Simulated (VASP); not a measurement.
# Ru (P6_3/mmc) in VASP: settings compared

Aim: see how the results for Ru move with the level of theory and the settings. Levels: PBE, BLYP, r2SCAN+D3(BJ). Tasks: single point.

Program: VASP 6.6.1. These are calculated values, not measurements. Logs are shortened: lines on timing, memory, paths and dates and some standing lists are left out, and cuts for length are marked.

### 1 The cell of the first run

It takes space group P6_3/mmc (No. 194, hexagonal). The conventional cell has a = 2.706 Å, b = 2.706 Å, c = 4.282 Å, α = 90.00°, β = 90.00°, γ = 120.00°. Ru (site symmetry -6m2) has 12 Ru at 2.65 to 2.71 Å within 3.5 Å.

### 2 Single point, PBE

Contents of INCAR:

```
SYSTEM = Ru
PREC = Accurate
ENCUT = 520
EDIFF = 1E-6
ISMEAR = -1
SIGMA = 0.05
LREAL = .FALSE.
LASPH = .TRUE.
NELM = 100
ALGO = Normal
ISIF = 2
LWAVE = .FALSE.
LCHARG = .TRUE.
GGA = PE
LELF = .TRUE.
LVHAR = .TRUE.
NBANDS = 21
```

Contents of KPOINTS:

```
Automatic mesh
0
G
  8 8 4
  0 0 0
```

Contents of POSCAR:

```
Ru
1.0
    2.7058000000      0.0000000000      0.0000000000
   -1.3529000000      2.3432915376      0.0000000000
    0.0000000000      0.0000000000      4.2819000000
Ru
2
Direct
    0.6666666667      0.3333333333      0.7500000000
    0.3333333333      0.6666666667      0.2500000000
```

Potentials or basis: VASP PAW PBE potentials, release 64 (Ru_pv).

Launch:

```console
cat potpaw_PBE.64/Ru_pv/POTCAR > POTCAR
mpirun -np 1 vasp_std > vasp.out
```

OUTCAR:

```text
SYSTEM = Ru
   PREC = Accurate
   ENCUT = 520
   EDIFF = 1E-6
   ISMEAR = -1
   LREAL = .FALSE.
   LASPH = .TRUE.
   NELM = 100
   ISIF = 2
   GGA = PE

 ion  position               nearest neighbor table
   1  0.667  0.333  0.750-   2 2.65   2 2.65   2 2.65   2 2.65   2 2.65   2 2.65
   2  0.333  0.667  0.250-   1 2.65   1 2.65   1 2.65   1 2.65   1 2.65   1 2.65

  LATTYP: Found a hexagonal cell.
 ALAT       =     2.7058000000
 C/A-ratio  =     1.5824894671

  Lattice vectors:

 A1 = (   2.7058000000,   0.0000000000,   0.0000000000)
 A2 = (  -1.3529000000,   2.3432915376,   0.0000000000)
 A3 = (   0.0000000000,   0.0000000000,   4.2819000000)

Analysis of symmetry for initial positions (statically):
=====================================================================
 Subroutine PRICEL returns:
 Original cell was already a primitive cell.

 Routine SETGRP: Setting up the symmetry group for a
 hexagonal supercell.

 Subroutine GETGRP returns: Found 24 space group operations
 (whereof 12 operations were pure point group operations)
 out of a pool of 24 trial point group operations.

The static configuration has the point symmetry D_3d.
 The point group associated with its full space group is D_6h.

Analysis of symmetry for dynamics (positions and initial velocities):
=====================================================================
 Subroutine PRICEL returns:
 Original cell was already a primitive cell.

 Routine SETGRP: Setting up the symmetry group for a
 hexagonal supercell.

 Subroutine GETGRP returns: Found 24 space group operations
 (whereof 12 operations were pure point group operations)
 out of a pool of 24 trial point group operations.

The dynamic configuration has the point symmetry D_3d.
 The point group associated with its full space group is D_6h.

 Subroutine INISYM returns: Found 24 space group operations
 (whereof 12 operations are pure point group operations),
 and found     1 'primitive' translations

----------------------------------------------------------------------------------------

                                     Primitive cell

  volume of cell :      27.1493

  direct lattice vectors                    reciprocal lattice vectors
     2.705800000  0.000000000  0.000000000     0.369576465  0.213375072  0.000000000
    -1.352900000  2.343291538  0.000000000     0.000000000  0.426750144  0.000000000
     0.000000000  0.000000000  4.281900000     0.000000000  0.000000000  0.233541185

  length of vectors
     2.705800000  2.705800000  4.281900000     0.426750144  0.426750144  0.233541185

  position of ions in fractional coordinates (direct lattice)
     0.666666667  0.333333333  0.750000000
     0.333333333  0.666666667  0.250000000

  ion indices of the primitive-cell ions
   primitive index   ion index
                 1           1
                 2           2

----------------------------------------------------------------------------------------

 KPOINTS: Automatic mesh

Automatic generation of k-mesh.
 Grid dimensions read from file:
 generate k-points for:    8    8    4

 Generating k-lattice:

  Cartesian coordinates                     Fractional coordinates (reciprocal lattice)
     0.046197058  0.026671884  0.000000000     0.125000000  0.000000000  0.000000000
     0.000000000  0.053343768  0.000000000     0.000000000  0.125000000  0.000000000
     0.000000000  0.000000000  0.058385296     0.000000000  0.000000000  0.250000000

  Length of vectors
     0.053343768  0.053343768  0.058385296

  Shift w.r.t. Gamma in fractional coordinates (k-lattice)
     0.000000000  0.000000000  0.000000000

 Subroutine IBZKPT returns following result:
 ===========================================

 Found     30 irreducible k-points:

 Following reciprocal coordinates:
            Coordinates               Weight
  0.000000  0.000000  0.000000      1.000000
  0.125000  0.000000  0.000000      6.000000
  0.250000  0.000000  0.000000      6.000000
  0.375000  0.000000  0.000000      6.000000
  0.500000  0.000000  0.000000      3.000000
  0.125000  0.125000  0.000000      6.000000
[... 16 lines left out ...]
  0.250000  0.000000  0.500000      6.000000
  0.375000  0.000000  0.500000      6.000000
 [... further k-points ...]
   k-points           NKPTS =     30   k-points in BZ     NKDIM =     30   number of bands    NBANDS=     21
   number of dos      NEDOS =    301   number of ions     NIONS =      2
   total plane-waves  NPLWV =  12800
   dimension x,y,z NGX =    20 NGY =   20 NGZ =   32
   dimension x,y,z NGXF=    40 NGYF=   40 NGZF=   64
   ions per type =               2
   NGX,Y,Z   is equivalent  to a cutoff of  12.29, 12.29, 12.42 a.u.
   NGXF,Y,Z  is equivalent  to a cutoff of  24.58, 24.58, 24.85 a.u.
 SYSTEM =  Ru
   PREC   = accura    normal or accurate (medium, high low for compatibility)
   ISTART =      0    job   : 0-new  1-cont  2-samecut
   ICHARG =      2    charge: 1-file 2-atom 10-const
   ISPIN  =      1    spin polarized calculation?
   LNONCOLLINEAR =      F non collinear calculations
   LSORBIT =      F    spin-orbit coupling
   LASPH  =      T    aspherical Exc in radial PAW
   ENCUT  =  520.0 eV  38.22 Ry    6.18 a.u.   5.03  5.03  7.96*2*pi/ulx,y,z
   NELM   =    100;   NELMIN=  2; NELMDL= -5     # of ELM steps
   EDIFF  = 0.1E-05   stopping-criterion for ELM
   LREAL  =      F    real-space projection
   EDIFFG = 0.1E-04   stopping-criterion for IOM
   NSW    =      0    number of steps for IOM
   IBRION =     -1    ionic relax: 0-MD 1-quasi-New 2-CG
   NFREE  =      0    steps in history (QN), initial steepest desc. (CG)
   ISIF   =      2    stress and relaxation
   ISYM   =      2    0-nonsym 1-usesym 2-fastsym
   POTIM  = 0.5000    time-step for ionic-motion
   TEBEG  =    0.0;   TEEND  =   0.0 temperature during run
   PSTRESS=    0.0 pullay stress
   NELECT =      28.0000    total number of electrons
   NUPDOWN=      -1.0000    fix difference up-down
   EMIN   =  10.00;   EMAX   =-10.00  energy-range for DOS
   EFERMI =   0.00;   METHOD = LEGACY
   ISMEAR =    -1;   SIGMA  =   0.05  broadening in eV -4-tet -1-fermi 0-gaus
   EFERMI_NEDOS =   21; number of points for ismear=-14 and -15
   IALGO  =     38    algorithm
   IMIX   =      4    mixing-type and parameters
     AMIX     =   0.40;   BMIX     =  1.00
     AMIX_MAG =   1.60;   BMIX_MAG =  1.00
  volume/ion in A,a.u.               =      13.57        91.61
  Fermi-wavevector in a.u.,A,eV,Ry     =   1.654022  3.125649 37.222674  2.735789
  Thomas-Fermi vector in A             =   2.742361
   LORBIT       =      0    0 simple, 1 ext, 2 COOP (PROOUT), +10 PAW based schemes
   GGA     = PE    functional components
   LHFCALC =     F    Hartree Fock is set to
   AEXX    =    0.0000 exact exchange contribution
   IVDW    =     0    specifies the selected vdW correction
   LEPSILON=     F    determine dielectric tensor
   LRPA    =     F    only Hartree local field effects (RPA)
 non-spin polarized calculation
  energy-cutoff  :      520.00
  volume of cell :       27.15
 maximum number of plane-waves:       752
 NGX is ok and might be reduce to    20
   NGX =  9   NGY =  9   NGZ = 15

 number of electron      28.0000009 magnetization

 Free energy of the ion-electron system (eV)
  ---------------------------------------------------
  ext. energy  EPLUGINS =         0.00000000
  ---------------------------------------------------
  free energy    TOTEN  =       -18.49440937 eV

  energy without entropy =      -18.48571827  energy(sigma->0) =      -18.49006382

 E-fermi :  12.7887     XC(G=0): -14.1239

 val. band max:       12.7549754648   @ k =   0.2500   0.0000   0.2500
 cond. band min:      12.8428044712   @ k =   0.2500   0.2500   0.2500
 fundamental gap:      0.0878290064
 Fermi energy:        12.7886626480

 k-point     1 :       0.0000    0.0000    0.0000
  band No.  band energies     occupation
      1     -30.8394      2.00000
      2     -29.8861      2.00000
      3     -29.8861      2.00000
      4     -29.7160      2.00000
      5     -29.7160      2.00000
      6     -29.6970      2.00000
[... 13 lines left out ...]
     20      23.2205      0.00000
     21      23.2627      0.00000

 k-point     2 :       0.1250    0.0000    0.0000
  band No.  band energies     occupation
      1     -30.7871      2.00000
      2     -29.9955      2.00000
      3     -29.9226      2.00000
      4     -29.8293      2.00000
      5     -29.7314      2.00000
      6     -29.7217      2.00000
[... 13 lines left out ...]
     20      23.2204      0.00000
     21      23.2447      0.00000

 k-point     3 :       0.2500    0.0000    0.0000
  band No.  band energies     occupation
      1     -30.6461      2.00000
      2     -30.2596      2.00000
      3     -30.0921      2.00000
      4     -30.0061      2.00000
      5     -29.7958      2.00000
      6     -29.7722      2.00000
[... 13 lines left out ...]
     20      23.2203      0.00000
     21      23.2293      0.00000

 k-point     4 :       0.3750    0.0000    0.0000
  band No.  band energies     occupation
      1     -30.5232      2.00000
      2     -30.4653      2.00000
      3     -30.3412      2.00000
      4     -30.0853      2.00000
      5     -29.9092      2.00000
      6     -29.8162      2.00000
[... 13 lines left out ...]
     20      23.2125      0.00000
     21      23.2203      0.00000

 k-point     5 :       0.5000    0.0000    0.0000
  band No.  band energies     occupation
      1     -30.6319      2.00000
      2     -30.4410      2.00000
      3     -30.3584      2.00000
      4     -30.1171      2.00000
      5     -29.9880      2.00000
      6     -29.8350      2.00000
[... 13 lines left out ...]
     20      23.2195      0.00000
     21      23.9349      0.00000

 k-point     6 :       0.1250    0.1250    0.0000
  band No.  band energies     occupation
      1     -30.6901      2.00000
      2     -30.1470      2.00000
      3     -30.0842      2.00000
      4     -29.9266      2.00000
      5     -29.7839      2.00000
      6     -29.7714      2.00000
[... 13 lines left out ...]
     20      23.2204      0.00000
     21      23.2329      0.00000

 k-point     7 :       0.2500    0.1250    0.0000
  band No.  band energies     occupation
      1     -30.5258      2.00000
      2     -30.3894      2.00000
      3     -30.2825      2.00000
      4     -30.0574      2.00000
      5     -29.8685      2.00000
      6     -29.8558      2.00000
[... 13 lines left out ...]
     20      23.2201      0.00000
     21      23.2271      0.00000
[... 291 lines left out ...]
      1     -30.5757      2.00000
      2     -30.4892      2.00000
      3     -30.3684      2.00000
      4     -30.1436      2.00000
      5     -30.0281      2.00000
      6     -29.9405      2.00000
[... 13 lines left out ...]
     20      23.2196      0.00000
     21      23.2210      0.00000

 k-point    21 :       0.0000    0.0000    0.5000
  band No.  band energies     occupation
      1     -30.2840      2.00000
      2     -30.2840      2.00000
      3     -29.8015      2.00000
      4     -29.8015      2.00000
      5     -29.8015      2.00000
      6     -29.8015      2.00000
[... 13 lines left out ...]
     20      23.2202      0.00000
     21      27.3533      0.00000

 k-point    22 :       0.1250    0.0000    0.5000
  band No.  band energies     occupation
      1     -30.3095      2.00000
      2     -30.3095      2.00000
      3     -29.8696      2.00000
      4     -29.8696      2.00000
      5     -29.8275      2.00000
      6     -29.8275      2.00000
[... 13 lines left out ...]
     20      23.2202      0.00000
     21      27.9896      0.00000

 k-point    23 :       0.2500    0.0000    0.5000
  band No.  band energies     occupation
      1     -30.4365      2.00000
      2     -30.4365      2.00000
      3     -29.9637      2.00000
      4     -29.9637      2.00000
      5     -29.8901      2.00000
      6     -29.8901      2.00000
[... 13 lines left out ...]
     20      23.2201      0.00000
     21      28.2974      0.00000

 k-point    24 :       0.3750    0.0000    0.5000
  band No.  band energies     occupation
      1     -30.6315      2.00000
      2     -30.6315      2.00000
      3     -29.9831      2.00000
      4     -29.9831      2.00000
      5     -29.9520      2.00000
      6     -29.9520      2.00000
[... 13 lines left out ...]
     20      23.2195      0.00000
     21      25.3946      0.00000

 [... further k-points ...]
[... 5 lines left out ...]
  --------------------------------------------------------------------------------------
  -------------------------------------------------------------------------------------
  Total        0.7744241      0.7744241      0.6458604     -0.0000000      0.0000000      0.0000000
  in kB       45.7015502     45.7015502     38.1145422     -0.0000000      0.0000000      0.0000000
  external PRESSURE =      43.1725476 kB  Pullay stress =       0.0000000 kB

 VOLUME and BASIS-vectors are now :
 -----------------------------------------------------------------------------
  energy-cutoff  :      520.00
  volume of cell :       27.15
      direct lattice vectors                 reciprocal lattice vectors
     2.705800000  0.000000000  0.000000000     0.369576465  0.213375072  0.000000000
    -1.352900000  2.343291538  0.000000000     0.000000000  0.426750144  0.000000000
     0.000000000  0.000000000  4.281900000     0.000000000  0.000000000  0.233541185

 POSITION                                       TOTAL-FORCE (eV/Angst)
 -----------------------------------------------------------------------------------
      1.35290      0.78110      3.21143        -0.000000      0.000000      0.000000
     -0.00000      1.56219      1.07048         0.000000     -0.000000      0.000000
 -----------------------------------------------------------------------------------
    total drift:                               -0.000000      0.000000     -0.000000

  FREE ENERGIE OF THE ION-ELECTRON SYSTEM (eV)
  ---------------------------------------------------
  free  energy   TOTEN  =       -18.4944093675 eV

  energy  without entropy=      -18.4857182659  energy(sigma->0) =      -18.49006382
```

It took 9.5 s on 1 thread of Intel Xeon Platinum 8488C (Sapphire Rapids), shared host; peak memory 0.14 GiB.

Results:

```
Free energy            : -18.4944 eV
Pressure               : 4.3 GPa
Band gap on the k mesh : zero (band 14 reaches 14.26 eV, above the bottom of band 15 at 11.35 eV)
```

Caveat: the k points lie up to 0.37 Å⁻¹ apart.

### 3 Single point, PBE, non-collinear spin, zero start, spin-orbit coupling

Contents of INCAR:

```
PREC = Accurate
ENCUT = 520
EDIFF = 1E-6
ISMEAR = -1
SIGMA = 0.05
LREAL = F
LASPH = T
NELM = 150
ALGO = Fast
ISIF = 2
LWAVE = F
LCHARG = F
MAGMOM = 0 0 0 0 0 0
LORBIT = 11
LSORBIT = T
GGA_COMPAT = F
LORBMOM = T
LMAXMIX = 4
GGA = PE
NBANDS = 40
```

Contents of KPOINTS:

```
regular mesh
0
Gamma
  8 8 4
```

POSCAR is that of step 2.

Potentials or basis: VASP PAW PBE potentials, release 64 (Ru_pv).

Launch:

```console
cat potpaw_PBE.64/Ru_pv/POTCAR > POTCAR
mpirun -np 1 vasp_ncl > vasp.out
```

OUTCAR:

```text
PREC = Accurate
   ENCUT = 520
   EDIFF = 1E-6
   ISMEAR = -1
   LREAL = F
   LASPH = T
   NELM = 150
   ISIF = 2
   LORBIT = 11
   LSORBIT = T
   GGA = PE

 ion  position               nearest neighbor table
   1  0.667  0.333  0.750-   2 2.65   2 2.65   2 2.65   2 2.65   2 2.65   2 2.65
   2  0.333  0.667  0.250-   1 2.65   1 2.65   1 2.65   1 2.65   1 2.65   1 2.65

  LATTYP: Found a hexagonal cell.
 ALAT       =     2.7058000000
 C/A-ratio  =     1.5824894671

  Lattice vectors:

 A1 = (   2.7058000000,   0.0000000000,   0.0000000000)
[... 1328 lines left out ...]
     0.0000000    -0.0042732     0.0000000    -0.0042732     0.0000000
    -0.0015491    -0.0014526    -0.0042732     0.0000000    -0.0015491
    -0.0061494    -0.0015491     0.0000000    -0.0015491     0.0000000
 l=   3
     0.0000000     0.0000000     0.0000000     0.0000000     0.0000000     0.0000000     0.0000000
     0.0000000     0.0000000     0.0000000     0.0000000     0.0000000     0.0000000     0.0000000
     0.0000000     0.0000000     0.0000000     0.0000000     0.0000000     0.0000000     0.0000000
     0.0000000     0.0000000     0.0000000     0.0000000     0.0000000     0.0000000     0.0000000
     0.0000000     0.0000000     0.0000000     0.0000000     0.0000000     0.0000000     0.0000000
     0.0000000     0.0000000     0.0000000     0.0000000     0.0000000     0.0000000     0.0000000
     0.0000000     0.0000000     0.0000000     0.0000000     0.0000000     0.0000000     0.0000000

 total charge

# of ion       s       p       d       tot
------------------------------------------
    1        0.408   6.319   5.944  12.671
    2        0.408   6.319   5.944  12.671
--------------------------------------------------
tot          0.816  12.639  11.887  25.341

 magnetization (x)

# of ion       s       p       d       tot
------------------------------------------
    1        0.000  -0.000   0.000  -0.000
    2        0.000   0.000   0.000   0.000
--------------------------------------------------
tot          0.000  -0.000   0.000   0.000

 magnetization (y)

# of ion       s       p       d       tot
------------------------------------------
    1        0.000  -0.000   0.000   0.000
    2        0.000  -0.000  -0.000  -0.000
--------------------------------------------------
tot          0.000  -0.000   0.000  -0.000

 magnetization (z)

# of ion       s       p       d       tot
------------------------------------------
    1        0.000   0.000   0.000   0.000
    2        0.000   0.000   0.000   0.000
--------------------------------------------------
tot          0.000   0.000   0.000   0.000
```

OSZICAR:

```text
N       E                     dE             d eps       ncg     rms          rms(c)
DAV:   1     0.341707838206E+03    0.34171E+03   -0.16792E+04  2400   0.156E+03
DAV:   2    -0.106152152008E+02   -0.35232E+03   -0.33991E+03  2512   0.501E+02
DAV:   3    -0.200169497426E+02   -0.94017E+01   -0.92850E+01  2800   0.923E+01
DAV:   4    -0.201084982555E+02   -0.91549E-01   -0.91424E-01  3096   0.805E+00
DAV:   5    -0.201095274004E+02   -0.10291E-02   -0.10255E-02  2776   0.803E-01    0.178E+01
RMM:   6    -0.188553787349E+02    0.12541E+01   -0.27866E+00  2440   0.147E+01    0.494E+00
RMM:   7    -0.187648785585E+02    0.90500E-01   -0.41717E-01  2560   0.507E+00    0.126E+00
RMM:   8    -0.187611249501E+02    0.37536E-02   -0.18067E-02  2636   0.136E+00    0.704E-01
RMM:   9    -0.187574403353E+02    0.36846E-02   -0.37843E-03  2648   0.619E-01    0.895E-02
RMM:  10    -0.187574329878E+02    0.73476E-05   -0.29936E-04  2795   0.170E-01    0.369E-02
RMM:  11    -0.187574334428E+02   -0.45506E-06   -0.66297E-05  2934   0.791E-02    0.877E-03
RMM:  12    -0.187574306912E+02    0.27516E-05   -0.23122E-05  3065   0.381E-02    0.428E-03
RMM:  13    -0.187574301866E+02    0.50467E-06   -0.45693E-06  2922   0.189E-02
   1 F= -.18757430E+02 E0= -.18753091E+02  d E =-.867903E-02  mag=    -0.0000     0.0000    -0.0000
```

It took 43 s on 1 thread of Intel Xeon Platinum 8488C (Sapphire Rapids), shared host; peak memory 0.21 GiB.

Results:

* Free energy: -18.7574 eV
* Pressure: 4.6 GPa
* Net moment: 0.00 μB per cell
* Valence electrons inside the program's atomic spheres: Ru 12.67

Stress tensor (GPa, compression positive):
```
4.91 0.00 0.00
0.00 4.91 0.00
0.00 0.00 4.01
```

Moments on the atoms (μB; x, y, z):
```
Ru  0.00 0.00 0.00
Ru  0.00 0.00 0.00
```

Caveat: the k points lie up to 0.37 Å⁻¹ apart.

(Part 1 of 2 ends here.)
